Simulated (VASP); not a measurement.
Write the native input for VASP 6.6.1 that does the following.

```yaml
Task: relaxation of cell and atoms
Functional: PBE
Potentials_or_basis: VASP PAW PBE potentials, release 64 (Ta_pv, N)
Cutoff: 600 eV
k_mesh: 16 × 16 × 16
Occupations: gaussian, width 0.1 eV
Spin: no spin polarisation
Target_pressure: -1 GPa
Dipole_correction: no
Further_INCAR_settings: ALGO = Normal; EDIFF = 1e-06; IBRION = 2; EDIFFG = -0.008; NSW = 70; ISIF = 3
```

The structure of TaN lies in POSCAR:

```
TaN
1.0
    0.0000000000      2.2158481976      2.2158481976
    2.2158481976      0.0000000000      2.2158481976
    2.2158481976      2.2158481976      0.0000000000
Ta N
1 1
Direct
    0.5000000000      0.5000000000      0.5000000000
    0.0000000000      0.0000000000      0.0000000000
```

One way to write it, as run:

INCAR

```
PREC     = Accurate       # precision mode
ENCUT    = 600            # plane-wave cutoff, eV
EDIFF    = 1E-6           # SCF threshold, eV
ISMEAR   = 0              # smearing method
SIGMA    = 0.1            # smearing width, eV
LREAL    = False          # projectors in reciprocal space
LASPH    = True           # aspherical terms in the spheres
NELM     = 80             # most SCF steps
ALGO     = Normal         # electronic algorithm
ISIF     = 3              # what is computed and relaxed
LWAVE    = False          # write WAVECAR
LCHARG   = False          # write CHGCAR
GGA      = PE             # functional
IBRION   = 2              # ionic algorithm
NSW      = 70             # ionic steps
EDIFFG   = -0.008         # ionic threshold
PSTRESS  = -10.0
```

KPOINTS

```
Automatic mesh
0
Gamma
  16 16 16
```

Potentials or basis: VASP PAW PBE potentials, release 64 (Ta_pv, N).

The run is started by

```sh
$ cat potpaw_PBE.64/Ta_pv/POTCAR potpaw_PBE.64/N/POTCAR > POTCAR
$ mpirun -np 1 vasp_std > vasp.out
```

It gave:

```
Relaxed volume                                             : 10.83 Å³/atom
Relaxed cell                                               : a = 3.129 Å, b = 3.129 Å, c = 3.129 Å, α = 60.00°, β = 60.00°, γ = 60.00°
Space group after relaxing (to 0.1 Å)                      : Fm-3m (No. 225)
Energy change on relaxing (the run minimises the enthalpy) : -0.6 meV/atom
Ionic steps                                                : 3
Pressure after relaxing                                    : -1.0 GPa
Band gap on the k mesh                                     : zero (bands 8 and 9 overlap by 3.90 eV)
```

Caveat: the cell is relaxed towards a set pressure, so the run minimises the enthalpy, not the energy; spin-orbit coupling is left out, which moves the levels of the heavy elements.

Wall time 110 s on 1 thread of Intel(R) Xeon(R) Platinum 8375C CPU @ 2.90GHz (Ice Lake), with other jobs on the host, peak memory 0.2 GiB.
